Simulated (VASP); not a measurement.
Set up this calculation in VASP 6.6.1, as the native input.

* Task: electric field gradients
* Functional: PBE
* Potentials or basis: VASP PAW PBE potentials, release 64 (Ti_sv, N)
* Cutoff: 520 eV
* k mesh: 13 × 13 × 13
* Occupations: fermi-dirac, width 0.05 eV
* Spin: no spin polarisation
* Dipole correction: no
* Further INCAR settings: ALGO = Normal; EDIFF = 1e-08; NBANDS = 16

The structure of TiN lies in POSCAR:

```
TiN
1.0
    0.0000000000      2.0933208087      2.0933208087
    2.0933208087      0.0000000000      2.0933208087
    2.0933208087      2.0933208087      0.0000000000
Ti N
1 1
Direct
    0.0000000000      0.0000000000      0.0000000000
    0.5000000000      0.5000000000      0.5000000000
```

This cell differs from its parent crystal: volume scaled by 0.96.

The input as run:

INCAR

```
PREC = Accurate
ENCUT = 520
EDIFF = 1E-8
ISMEAR = -1
SIGMA = 0.05
LREAL = F
LASPH = T
NELM = 80
ALGO = Normal
ISIF = 2
LWAVE = F
LCHARG = F
GGA = PE
LEFG = T
NBANDS = 16
```

KPOINTS

```
regular mesh
0
Gamma
  13 13 13
```

Potentials or basis: VASP PAW PBE potentials, release 64 (Ti_sv, N).

The run is started by

```console
$ cat potpaw_PBE.64/Ti_sv/POTCAR potpaw_PBE.64/N/POTCAR > POTCAR
$ mpirun -np 1 vasp_std > vasp.out
```

It gave:

```yaml
Pressure: 13.5 GPa
```

Caveat: without QUAD_EFG the Cq values of the log hold for a quadrupole moment of 1 mb, not for the nuclei.

Run time: 54 s on 1 thread of Intel Xeon 8259CL (shared host), peak memory 0.15 GiB.
